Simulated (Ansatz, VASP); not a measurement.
## HfO2: VASP beside Ansatz

```
Hf O
1.0
     4.84460    0.00000    0.00000
     0.00000    4.84460    0.00000
     0.00000    0.00000    3.22484
Hf O
2 4
Direct
  0.00000 0.00000 0.00000
  0.50000 0.50000 0.50000
  0.19505 0.80495 0.50000
  0.30495 0.30495 0.00000
  0.69505 0.69505 0.00000
  0.80495 0.19505 0.50000
```

Alike in both runs: task single point; functional PBE; k mesh 6 × 6 × 8; occupations gaussian, width 0.02 eV; no spin polarisation.

|  | VASP | Ansatz |
| --- | --- | --- |
| version | VASP 6.6.1 | Ansatz 0.2.0 |
| potentials or method | VASP PAW PBE potentials, release 64 (Hf_pv, O), cutoff 520 eV | scalar-relativistic, plane waves, PAW |
| valence electrons in the cell | 44 | 76 |

|  | VASP | Ansatz | Ansatz less VASP |
| --- | --- | --- | --- |
| gap on the k mesh at the Fermi level (eV) | 3.90 | 3.96 | +0.059 |
| least direct gap on the mesh (eV) | 3.90 | 3.96 | +0.059 |
| pressure (GPa) | 1.1 | 4.0 | +2.84 |
| traceless stress, the component that is largest in VASP (GPa) | -0.46 | 0.03 | +0.483 |
| rms of the force components (eV/Å) | 0.021 | 0.002 | -0.0181 |

Atom by atom the forces differ by 0.023 eV/Å (rms over components). The functional is the same, so the differences come from potentials, cutoffs and numerics. VASP's potentials hold 44 valence electrons a cell and Ansatz's 76, so a difference there can come from the potentials and not from the codes.

Neither program's run includes spin-orbit coupling.
